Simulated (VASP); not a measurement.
Set up this calculation in VASP 6.6.1, as the native input.

| Quantity | Value |
| --- | --- |
| Task | single point |
| Functional | PBE |
| Potentials or basis | VASP PAW PBE potentials, release 64 (Ni) |
| Cutoff | 520 eV |
| k mesh | 13 × 13 × 13 |
| Occupations | fermi-dirac, width 0.05 eV |
| Spin | collinear spin, ferromagnetic start |
| Starting moments | [1.0] μB |
| Dipole correction | no |
| Further INCAR settings | ALGO = Normal; EDIFF = 1e-06; NBANDS = 15 |

The structure of Ni lies in POSCAR:

```
Ni
1.0
    0.0000000000      1.7259110183      1.7259110183
    1.7259110183      0.0000000000      1.7259110183
    1.7259110183      1.7259110183      0.0000000000
Ni
1
Direct
    0.0000000000      0.0000000000      0.0000000000
```

The input as run:

INCAR

```
PREC = Accurate
ENCUT = 520
EDIFF = 1E-6
ISMEAR = -1
SIGMA = 0.05
LREAL = F
LASPH = T
NELM = 150
ALGO = Normal
ISIF = 2
LWAVE = F
LCHARG = F
ISPIN = 2
MAGMOM = 1
LORBIT = 11
LMAXMIX = 4
GGA = PE
NBANDS = 15
```

KPOINTS

```
regular mesh
0
Gamma
  13 13 13
```

Potentials or basis: VASP PAW PBE potentials, release 64 (Ni).

Launch:

```sh
$ cat potpaw_PBE.64/Ni/POTCAR > POTCAR
$ mpirun -np 1 vasp_std > vasp.out
```

It gave:

```yaml
Pressure: 12.9 GPa
Net_moment: 0.62 μB per cell
Site_moments: Ni +0.63 μB
Valence_electrons_inside_the_program's_atomic_spheres: Ni 9.42
```

Run time: 35 s on 1 thread of Intel(R) Xeon(R) Platinum 8259CL CPU @ 2.50GHz (Skylake/Cascade Lake), on a shared host, peak memory 0.14 GiB.
